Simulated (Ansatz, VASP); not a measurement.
# Ta2H3: VASP beside Ansatz

Contents of INCAR:

```
SYSTEM = Ta2H3
PREC = Accurate ; ENCUT = 600
EDIFF = 1E-7 ; ISMEAR = 0
SIGMA = 0.1 ; LREAL = .False.
LASPH = .True. ; NELM = 60
ALGO = Normal ; ISIF = 3
LWAVE = .False. ; LCHARG = .False.
GGA = PE ; IBRION = 2
NSW = 90 ; EDIFFG = -0.04
```

KPOINTS

```
Automatic mesh
0
Gamma
  4 4 6
  0 0 0
```

Contents of POSCAR:

```
Ta2H3
1.0
    5.9354973063      0.0000000000      0.0000000000
    0.0000000000      5.9354973063      0.0000000000
    0.0000000000      0.0000000000      3.1339425777
Ta H
4 6
Direct
    0.3827000000      0.8827000000      0.0000000000
    0.1173000000      0.3827000000      0.0000000000
    0.6173000000      0.1173000000      0.0000000000
    0.8827000000      0.6173000000      0.0000000000
    0.0000000000      0.0000000000      0.0000000000
    0.5000000000      0.5000000000      0.0000000000
    0.1768000000      0.6768000000      0.5000000000
    0.3232000000      0.1768000000      0.5000000000
    0.8232000000      0.3232000000      0.5000000000
    0.6768000000      0.8232000000      0.5000000000
```

Input for Ansatz:

```yaml
crystal:
  lattice:
    - [5.9354973063, 0.0, 0.0]
    - [0.0, 5.9354973063, 0.0]
    - [0.0, 0.0, 3.1339425777]
  atoms:
    - { symbol: Ta, position: [0.3827, 0.8827, 0.0] }
    - { symbol: Ta, position: [0.1173, 0.3827, 0.0] }
    - { symbol: Ta, position: [0.6173, 0.1173, 0.0] }
    - { symbol: Ta, position: [0.8827, 0.6173, 0.0] }
    - { symbol: H, position: [0.0, 0.0, 0.0] }
    - { symbol: H, position: [0.5, 0.5, 0.0] }
    - { symbol: H, position: [0.1768, 0.6768, 0.5] }
    - { symbol: H, position: [0.3232, 0.1768, 0.5] }
    - { symbol: H, position: [0.8232, 0.3232, 0.5] }
    - { symbol: H, position: [0.6768, 0.8232, 0.5] }
basis:
  ecutwfc: 420
kpoints:
  mp_grid: { grid: [4, 4, 6] }
hamiltonian:
  xc: pbe
scf:
  occupations: { method: gaussian, width: 0.1 }
  lower_state_search: "off"
output:
  forces: true
  stress: true
  eigenvalues: true
relax:
  adjacent_minimum: "off"
  f_tol: 0.04
  max_steps: 70
  cell: { stress_tol: 0.4 }
```

Alike in both runs: task relaxation of cell and atoms; functional PBE; k mesh 4 × 4 × 6; occupations gaussian, width 0.1 eV; no spin polarisation.

|  | VASP | Ansatz |
| --- | --- | --- |
| version | VASP 6.6.1 | Ansatz 0.2.0 |
| potentials or method | VASP PAW PBE potentials, release 64 (Ta_pv, H), cutoff 600 eV | scalar-relativistic, plane waves, PAW |
| valence electrons in the cell | 50 | 58 |

```csv
,VASP,Ansatz,Ansatz less VASP
"gap on the k mesh at the Fermi level, each at its own relaxed structure (eV)",none,none,-
relaxed volume (Å³/atom),9.42,9.43,+0.009
relaxed length of the cell vector where the two differ most in proportion (Å),2.843,2.846,+0.0034
```

A gap of «none» marks a metal or a gap that the smearing closes. VASP's potentials hold 50 valence electrons a cell and Ansatz's 58, so a difference there can come from the potentials and not from the codes.

Neither program's run includes spin-orbit coupling.
